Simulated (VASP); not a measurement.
Runs of VASP 6.6.1 on Mo. The structure is that of space group Im-3m (No. 229), or close to it. The cells are those of the table. 

```csv
task,level,potentials or basis,cell,k mesh,cutoff (eV),gap on the mesh (eV),pressure (GPa),relaxed volume (Å³/atom)
single point,PBE,"VASP PAW PBE potentials, release 64 (Mo_sv)","a = 2.737 Å, angles 109.5°, 1 atom",24 × 24 × 24,520,none,0.5,-
single point,PBEsol,"VASP PAW PBE potentials, release 64 (Mo_sv)","a = 2.710 Å, angles 109.5°, 1 atom",36 × 36 × 36,520,none,0.5,-
relaxation of cell and atoms,PBE,"VASP PAW PBE potentials, release 64 (Mo_sv)","relaxed from a = 2.728 Å, angles 109.5°, 1 atom",24 × 24 × 24,600,none,0.0,15.81
single point,PBEsol,"VASP PAW PBE potentials, release 64 (Mo_sv)","a = 2.710 Å, angles 109.5°, 1 atom",24 × 24 × 24,520,none,0.5,-
relaxation of cell and atoms,LDA,"VASP PAW LDA potentials, release 64 (Mo_sv)","relaxed from a = 2.728 Å, angles 109.5°, 1 atom",24 × 24 × 24,600,none,0.0,(a)
single point,LDA,"VASP PAW LDA potentials, release 64 (Mo_sv)","a = 2.695 Å, angles 109.5°, 1 atom",24 × 24 × 24,520,none,1.1,-
single point,LDA,"VASP PAW LDA potentials, release 64 (Mo_sv)","a = 2.695 Å, angles 109.5°, 1 atom",36 × 36 × 36,520,none,1.1,-
```

Alike in all rows: no spin polarisation; smearing methfessel-paxton 0.1 eV.

Question: Fill in the values left out.

Answer: (a) 15.12.

Caveats: the PAW data sets were made with another functional, which shifts forces and pressure a little (at least some runs).

A k mesh can miss the band edges, and the runs leave out spin-orbit coupling on Mo.

A gap of «none» marks levels without a gap at the run's occupations.
